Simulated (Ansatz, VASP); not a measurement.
# Two plane-wave programs on Pb

INCAR

```
PREC = Accurate ; ENCUT = 520
EDIFF = 1E-7 ; ISMEAR = -1
SIGMA = 0.1 ; LREAL = F
LASPH = T ; NELM = 80
ALGO = Normal ; ISIF = 2
LWAVE = F ; LCHARG = F
GGA = RP ; NBANDS = 13
```

The input KPOINTS:

```
Automatic mesh
0
Gamma
  17 17 17
```

POSCAR

```
Pb
1.0
    0.0000000000      2.5161568203      2.5161568203
    2.5161568203      0.0000000000      2.5161568203
    2.5161568203      2.5161568203      0.0000000000
Pb
1
Direct
    0.0000000000      0.0000000000      0.0000000000
```

Input for Ansatz:

```yaml
crystal:
  lattice:
    - [0.0, 2.516156824, 2.516156824]
    - [2.516156824, 0.0, 2.516156824]
    - [2.516156824, 2.516156824, 0.0]
  atoms:
    - { symbol: Pb, position: [0.0, 0.0, 0.0] }
hamiltonian:
  xc: rpbe
  pseudopotentials:
    kind: paw
    azcp:
      Pb: "pseudopotentials/Pb.paw.azcp"
basis:
  ecutwfc: 420
  fft_grid_basis: typed
kpoints:
  mp_grid: { grid: [17, 17, 17], shift: [0, 0, 0] }
magnetization:
  spin_polarized: false
scf:
  occupations: { method: fermi_dirac, width: 0.1 }
output:
  stress: true
```

Alike in both runs: task single point; functional RPBE; k mesh 17 × 17 × 17; occupations fermi-dirac, width 0.1 eV; no spin polarisation.

|  | VASP | Ansatz |
| --- | --- | --- |
| version | VASP 6.6.1 | Ansatz 0.2.0 |
| potentials or method | VASP PAW PBE potentials, release 64 (Pb_d), cutoff 520 eV | plane waves (420 eV) with PAW, scalar-relativistic |
| valence electrons in the cell | 14 | 14 |

|  | VASP | Ansatz | Ansatz less VASP |
| --- | --- | --- | --- |
| pressure (GPa) | 1.6 | 1.7 | +0.05 |

VASP's potentials were made for PBE, not for RPBE.

Spin-orbit coupling is off throughout.
